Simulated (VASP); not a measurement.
Input of a VASP 6.6.1 run:

File INCAR:

```
ALGO = Normal
DIPOL = 0.5 0.5 0.500
EDIFF = 1E-6
ENCUT = 400
GGA = PE
GGA_COMPAT = False
IDIPOL = 3
ISIF = 2
ISMEAR = 0
IVDW = 12
LASPH = True
LCHARG = False
LDIPOL = True
LREAL = False
LWAVE = False
NBANDS = 27
NELM = 120
NELMDL = -8
PREC = Accurate
SIGMA = 0.05
```

Contents of KPOINTS:

```
k-points
0
Gamma
  24 24 1
```

File POSCAR:

```
InSe
1.0
    4.0211649357      0.0000000000      0.0000000000
   -2.0105824679      3.4824309872      0.0000000000
    0.0000000000      0.0000000000     25.3989740641
Se In
2 2
Direct
    0.0000000000      0.0000000000      0.3937166901
    0.0000000000      0.0000000000      0.6062833099
    0.6666666667      0.3333333333      0.4449123252
    0.6666666667      0.3333333333      0.5550907741
```

Potentials or basis: VASP PAW PBE potentials, release 64 (Se, In_d).

Command:

```console
$ cat potpaw_PBE.64/Se/POTCAR potpaw_PBE.64/In_d/POTCAR > POTCAR
$ mpirun -np 1 vasp_std > vasp.out
```

Question: What does it give for the band gap on the k mesh?

Answer: 1.64 eV, indirect (least direct gap 1.72 eV).

Question: What does it give for the dispersion energy per atom?

Answer: -0.222 eV.

Question: Estimate the largest force.

Answer: 0.023 eV/Å.

Forces on the atoms (eV/Å):
```
Se   0.000  0.000 -0.002
Se   0.000  0.000  0.002
In   0.000  0.000  0.023
In   0.000  0.000 -0.023
```

Caveat: spin-orbit coupling is left out, which moves the levels of the heavy elements.
